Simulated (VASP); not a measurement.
Ca:

```xyz
1
Lattice="3.2195 0.0000 0.0000 0.0000 3.2195 0.0000 0.0000 0.0000 3.2195" Properties=species:S:1:pos:R:3 pbc="T T T"
Ca    0.0000    0.0000    0.0000
```

This isn't the form of Ca at room conditions, which is fcc.

```yaml
Program: VASP 6.6.1
Task: relaxation of cell and atoms
Functional: PBE
Potentials_or_basis: VASP PAW PBE potentials, release 64 (Ca_sv)
Cutoff: 600 eV
k_mesh: 13 × 13 × 13
Occupations: fermi-dirac, width 0.05 eV
Spin: no spin polarisation
```

At the start: pressure 4.5 GPa; volume 33.37 Å³/atom.

How do energy, volume and symmetry change on relaxing?

Over 7 steps the energy falls by 120.6 meV/atom and the volume is 43.64 Å³/atom (+30.8 %); space group Pm-3m (No. 221, to 0.1 Å) before and after.

Step by step:
```tsv
step	energy change (eV)	largest force (eV/Å)	pressure (GPa)	volume (Å³)
1	0.0000	0.0000	4.48	33.37
2	-0.0909	0.0000	1.87	38.08
3	-0.1199	0.0000	0.24	42.76
4	-0.1205	0.0000	0.02	43.58
5	-0.1205	0.0000	-0.03	43.80
6	-0.1206	0.0000	-0.02	43.73
7	-0.1206	0.0000	0.00	43.64
```

Final structure:
```
CELL_PARAMETERS angstrom
3.52080 0.00000 0.00000
0.00000 3.52080 0.00000
0.00000 0.00000 3.52080
ATOMIC_POSITIONS crystal
Ca 0.00000 0.00000 0.00000
```

Caveat: the volume moved by over 15 % at a fixed basis, so the end points are rough.
